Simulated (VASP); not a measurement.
# Ru (I4/mmm) in VASP: a series of runs

Ru is run at these levels: r2SCAN; tasks: single point, relaxation of cell and atoms.

Everything below comes from runs of VASP 6.6.1. Logs are shortened: lines on timing, memory, paths and dates and some standing lists are left out, and cuts for length are marked.

## (1) The cell of the first run

The typed cell holds 1 atom: a = 2.674 Å, b = 2.674 Å, c = 2.674 Å, α = 120.02°, β = 120.02°, γ = 89.97°.

## (2) Single point, r2SCAN

File POSCAR:

```
Ru
1.0
   -1.3366421112      1.3366421112      1.8912881955
    1.3366421112     -1.3366421112      1.8912881955
    1.3366421112      1.3366421112     -1.8912881955
Ru
1
Direct
    0.0000000000      0.0000000000      0.0000000000
```

File INCAR.step1:

```
PREC = Accurate
ENCUT = 520
ISMEAR = 0
SIGMA = 0.1
LREAL = False
LASPH = True
NELM = 60
NBANDS = 13
GGA = PE
ALGO = Normal
EDIFF = 1E-4
LWAVE = True
LCHARG = False
```

File INCAR.step2:

```
PREC = Accurate
ENCUT = 520
EDIFF = 1E-6
ISMEAR = 0
SIGMA = 0.1
LREAL = False
LASPH = True
NELM = 60
ALGO = Normal
ISIF = 2
LWAVE = False
LCHARG = True
METAGGA = R2SCAN
LMIXTAU = True
LELF = True
LVHAR = True
NBANDS = 13
ISTART = 1
```

File KPOINTS:

```
Automatic mesh
0
Gamma
  8 8 8
```

Potentials or basis: VASP PAW PBE potentials, release 64 (Ru_pv).

Started as:

```
$ cat potpaw_PBE.64/Ru_pv/POTCAR > POTCAR
$ cp INCAR.step1 INCAR
$ mpirun -np 1 vasp_std > vasp.out
$ cp INCAR.step2 INCAR
$ mpirun -np 1 vasp_std > vasp.out
```

OUTCAR:

```text
PREC = Accurate
   ENCUT = 520
   EDIFF = 1E-6
   ISMEAR = 0
   LREAL = False
   LASPH = True
   NELM = 60
   ISIF = 2
   METAGGA = R2SCAN
   ISTART = 1

 ion  position               nearest neighbor table
   1  0.000  0.000  0.000-

  LATTYP: Found a body centered tetragonal cell.
 ALAT       =     2.6732842224
 C/A-ratio  =     1.4149548182

  Lattice vectors:

 A1 = (  -1.3366421112,   1.3366421112,   1.8912881955)
 A2 = (   1.3366421112,  -1.3366421112,   1.8912881955)
 A3 = (   1.3366421112,   1.3366421112,  -1.8912881955)

Analysis of symmetry for initial positions (statically):
=====================================================================
 Subroutine PRICEL returns:
 Original cell was already a primitive cell.

 Routine SETGRP: Setting up the symmetry group for a
 body centered tetragonal supercell.

 Subroutine GETGRP returns: Found 16 space group operations
 (whereof 16 operations were pure point group operations)
 out of a pool of 16 trial point group operations.

The static configuration has the point symmetry D_4h.

Analysis of symmetry for dynamics (positions and initial velocities):
=====================================================================
 Subroutine PRICEL returns:
 Original cell was already a primitive cell.

 Routine SETGRP: Setting up the symmetry group for a
 body centered tetragonal supercell.

 Subroutine GETGRP returns: Found 16 space group operations
 (whereof 16 operations were pure point group operations)
 out of a pool of 16 trial point group operations.

The dynamic configuration has the point symmetry D_4h.

 Subroutine INISYM returns: Found 16 space group operations
 (whereof 16 operations are pure point group operations),
 and found     1 'primitive' translations

----------------------------------------------------------------------------------------

                                     Primitive cell

  volume of cell :      13.5160

  direct lattice vectors                    reciprocal lattice vectors
    -1.336642111  1.336642111  1.891288196     0.000000000  0.374071710  0.264370074
     1.336642111 -1.336642111  1.891288196     0.374071710  0.000000000  0.264370074
     1.336642111  1.336642111 -1.891288196     0.374071710  0.374071710  0.000000000

  length of vectors
     2.673984911  2.673984911  2.673984911     0.458062419  0.458062419  0.529017285

  position of ions in fractional coordinates (direct lattice)
     0.000000000  0.000000000  0.000000000

  ion indices of the primitive-cell ions
   primitive index   ion index
                 1           1

----------------------------------------------------------------------------------------

 KPOINTS: Automatic mesh

Automatic generation of k-mesh.
 Grid dimensions read from file:
 generate k-points for:    8    8    8

 Generating k-lattice:

  Cartesian coordinates                     Fractional coordinates (reciprocal lattice)
     0.000000000  0.046758964  0.033046259     0.125000000  0.000000000  0.000000000
     0.046758964  0.000000000  0.033046259     0.000000000  0.125000000  0.000000000
     0.046758964  0.046758964  0.000000000     0.000000000  0.000000000  0.125000000

  Length of vectors
     0.057257802  0.057257802  0.066127161

  Shift w.r.t. Gamma in fractional coordinates (k-lattice)
     0.000000000  0.000000000  0.000000000

 Subroutine IBZKPT returns following result:
 ===========================================

 Found     59 irreducible k-points:

 Following reciprocal coordinates:
            Coordinates               Weight
  0.000000  0.000000  0.000000      1.000000
  0.125000 -0.000000  0.000000      8.000000
  0.250000 -0.000000  0.000000      8.000000
  0.375000 -0.000000  0.000000      8.000000
  0.500000 -0.000000  0.000000      4.000000
  0.125000  0.125000  0.000000      8.000000
[... 16 lines left out ...]
  0.250000  0.125000  0.125000     16.000000
  0.375000  0.125000  0.125000      8.000000
 [... further k-points ...]
   k-points           NKPTS =     59   k-points in BZ     NKDIM =     59   number of bands    NBANDS=     13
   number of dos      NEDOS =    301   number of ions     NIONS =      1
   total plane-waves  NPLWV =   8000
   dimension x,y,z NGX =    20 NGY =   20 NGZ =   20
   dimension x,y,z NGXF=    40 NGYF=   40 NGZF=   40
   ions per type =               1
   NGX,Y,Z   is equivalent  to a cutoff of  12.43, 12.43, 12.43 a.u.
   NGXF,Y,Z  is equivalent  to a cutoff of  24.87, 24.87, 24.87 a.u.
 SYSTEM =  unknown system
   PREC   = accura    normal or accurate (medium, high low for compatibility)
   ISTART =      1    job   : 0-new  1-cont  2-samecut
   ICHARG =      0    charge: 1-file 2-atom 10-const
   ISPIN  =      1    spin polarized calculation?
   LNONCOLLINEAR =      F non collinear calculations
   LSORBIT =      F    spin-orbit coupling
   LASPH  =      T    aspherical Exc in radial PAW
   ENCUT  =  520.0 eV  38.22 Ry    6.18 a.u.   4.97  4.97  4.97*2*pi/ulx,y,z
   NELM   =     60;   NELMIN=  2; NELMDL=  0     # of ELM steps
   EDIFF  = 0.1E-05   stopping-criterion for ELM
   LREAL  =      F    real-space projection
   EDIFFG = 0.1E-04   stopping-criterion for IOM
   NSW    =      0    number of steps for IOM
   IBRION =     -1    ionic relax: 0-MD 1-quasi-New 2-CG
   NFREE  =      0    steps in history (QN), initial steepest desc. (CG)
   ISIF   =      2    stress and relaxation
   ISYM   =      2    0-nonsym 1-usesym 2-fastsym
   POTIM  = 0.5000    time-step for ionic-motion
   TEBEG  =    0.0;   TEEND  =   0.0 temperature during run
   PSTRESS=    0.0 pullay stress
   NELECT =      14.0000    total number of electrons
   NUPDOWN=      -1.0000    fix difference up-down
   EMIN   =  10.00;   EMAX   =-10.00  energy-range for DOS
   EFERMI =   0.00;   METHOD = LEGACY
   ISMEAR =     0;   SIGMA  =   0.10  broadening in eV -4-tet -1-fermi 0-gaus
   EFERMI_NEDOS =   21; number of points for ismear=-14 and -15
   IALGO  =     38    algorithm
   IMIX   =      4    mixing-type and parameters
     AMIX     =   0.40;   BMIX     =  1.00
     AMIX_MAG =   1.60;   BMIX_MAG =  1.00
  volume/ion in A,a.u.               =      13.52        91.21
  Fermi-wavevector in a.u.,A,eV,Ry     =   1.656411  3.130163 37.330283  2.743698
  Thomas-Fermi vector in A             =   2.744340
   LORBIT       =      0    0 simple, 1 ext, 2 COOP (PROOUT), +10 PAW based schemes
   METAGGA = R2SCAN    functional components
   LHFCALC =     F    Hartree Fock is set to
   AEXX    =    0.0000 exact exchange contribution
   IVDW    =     0    specifies the selected vdW correction
   LEPSILON=     F    determine dielectric tensor
   LRPA    =     F    only Hartree local field effects (RPA)
 non-spin polarized calculation
 Gauss-broadening in eV      SIGMA  =   0.10
  energy-cutoff  :      520.00
  volume of cell :       13.52
 maximum number of plane-waves:       380
   NGX =  9   NGY =  9   NGZ =  9

 number of electron      14.0000006 magnetization

 Free energy of the ion-electron system (eV)
  ---------------------------------------------------
  ext. energy  EPLUGINS =         0.00000000
  ---------------------------------------------------
  free energy    TOTEN  =       -25.34680065 eV

  energy without entropy =      -25.34317011  energy(sigma->0) =      -25.34498538

 E-fermi :  12.5908     XC(G=0): -15.4307

 val. band max:       12.5834337822   @ k =   0.0000   0.0000   0.0000
 cond. band min:      12.5917480888   @ k =   0.0000   0.0000   0.0000
 fundamental gap:      0.0083143066
 Fermi energy:        12.5908162355

 k-point     1 :       0.0000    0.0000    0.0000
  band No.  band energies     occupation
      1     -31.0366      2.00000
      2     -31.0364      2.00000
      3     -31.0364      2.00000
      4       4.4338      2.00000
      5      10.0187      2.00000
      6      10.0256      2.00000
      7      10.0256      2.00000
      8      12.5834      1.08315
      9      12.5917      0.98949
     10      21.2856      0.00000
     11      28.4447      0.00000
     12      34.5615      0.00000
     13      34.5808      0.00000

 k-point     2 :       0.1250   -0.0000    0.0000
  band No.  band energies     occupation
      1     -31.2158      2.00000
      2     -31.0598      2.00000
      3     -31.0596      2.00000
      4       5.1057      2.00000
      5       9.7097      2.00000
      6      10.2790      2.00000
      7      10.2838      2.00000
      8      12.4445      1.96141
      9      12.4516      1.95109
     10      21.2855      0.00000
     11      29.5209      0.00000
     12      32.0665      0.00000
     13      35.6740      0.00000

 k-point     3 :       0.2500   -0.0000    0.0000
  band No.  band energies     occupation
      1     -31.6368      2.00000
      2     -31.1154      2.00000
      3     -31.1149      2.00000
      4       6.3730      2.00000
      5       9.7686      2.00000
      6      10.4387      2.00000
      7      10.4453      2.00000
      8      12.7613      0.01593
      9      12.7636      0.01454
     10      21.2855      0.00000
     11      28.6678      0.00000
     12      30.8998      0.00000
     13      38.5174      0.00000
[... 305 lines left out ...]
 k-point    23 :       0.2500    0.1250    0.1250
  band No.  band energies     occupation
      1     -31.9533      2.00000
      2     -31.4619      2.00000
      3     -31.2548      2.00000
      4       7.7366      2.00000
      5       8.8938      2.00000
      6       9.6002      2.00000
      7      11.6219      2.00000
      8      13.6296      0.00000
      9      17.2107      0.00000
     10      21.2855      0.00000
     11      25.9670      0.00000
     12      30.0108      0.00000
     13      31.5801      0.00000

 k-point    24 :       0.3750    0.1250    0.1250
  band No.  band energies     occupation
      1     -32.0464      2.00000
      2     -31.5022      2.00000
      3     -31.2911      2.00000
      4       7.6626      2.00000
      5       8.6001      2.00000
      6      10.4383      2.00000
      7      11.2722      2.00000
      8      14.2975      0.00000
      9      19.4157      0.00000
     10      21.2852      0.00000
     11      22.9041      0.00000
     12      29.8253      0.00000
     13      31.1463      0.00000

 [... further k-points ...]

------------------------ aborting loop because EDIFF is reached ----------------------------------------

  FORCE on cell =-STRESS in cart. coord.  units (eV):
  Direction    XX          YY          ZZ          XY          YZ          ZX
  --------------------------------------------------------------------------------------
  -------------------------------------------------------------------------------------
  Total        0.1236217      0.1236217      0.1094852      0.0000000      0.0000000      0.0000000
  in kB       14.6540361     14.6540361     12.9783105      0.0000000      0.0000000      0.0000000
  external PRESSURE =      14.0954609 kB  Pullay stress =       0.0000000 kB

 VOLUME and BASIS-vectors are now :
 -----------------------------------------------------------------------------
  energy-cutoff  :      520.00
  volume of cell :       13.52
      direct lattice vectors                 reciprocal lattice vectors
    -1.336642111  1.336642111  1.891288196     0.000000000  0.374071710  0.264370074
     1.336642111 -1.336642111  1.891288196     0.374071710  0.000000000  0.264370074
     1.336642111  1.336642111 -1.891288196     0.374071710  0.374071710  0.000000000

 POSITION                                       TOTAL-FORCE (eV/Angst)
 -----------------------------------------------------------------------------------
      0.00000      0.00000      0.00000         0.000000     -0.000000     -0.000000
 -----------------------------------------------------------------------------------
    total drift:                                0.000000     -0.000000      0.000000

  FREE ENERGIE OF THE ION-ELECTRON SYSTEM (eV)
  ---------------------------------------------------
  free  energy   TOTEN  =       -25.3468006503 eV

  energy  without entropy=      -25.3431701073  energy(sigma->0) =      -25.34498538
```

Run time: 27 s. Hardware: 1 thread of Intel Xeon Platinum 8559C (Emerald Rapids), shared host; peak memory 0.13 GiB.

Results:

* Free energy: -25.3468 eV
* Pressure: 1.4 GPa
* Band gap on the k mesh: zero (band 7 reaches 15.10 eV, above the bottom of band 8 at 11.81 eV)

Levels at points of the mesh, in eV from the Fermi level:
| k point | band 3 | band 4 | band 5 | band 6 | band 7 | band 8 | band 9 | band 10 | band 11 | band 12 |
| --- | --- | --- | --- | --- | --- | --- | --- | --- | --- | --- |
| (0.00, 0.00, 0.00) | -43.63 | -8.16 | -2.57 | -2.57 | -2.57 | -0.01 | 0.00 | 8.69 | 15.85 | 21.97 |
| (0.50, 0.00, 0.00) | -43.78 | -6.26 | -2.71 | -2.70 | 1.21 | 1.96 | 1.97 | 8.69 | 10.80 | 15.47 |
| (0.50, 0.50, 0.00) | -44.05 | -6.59 | -6.10 | 1.91 | 2.51 | 2.51 | 3.99 | 8.69 | 14.31 | 14.32 |
| (0.50, 0.50, 0.50) | -44.05 | -6.59 | -6.10 | 1.91 | 2.51 | 2.51 | 3.97 | 8.69 | 14.32 | 14.32 |

Caveat: the k points lie up to 0.42 Å⁻¹ apart; the PAW data sets were made with another functional, which shifts forces and pressure a little.

[end of part 1 of 2]
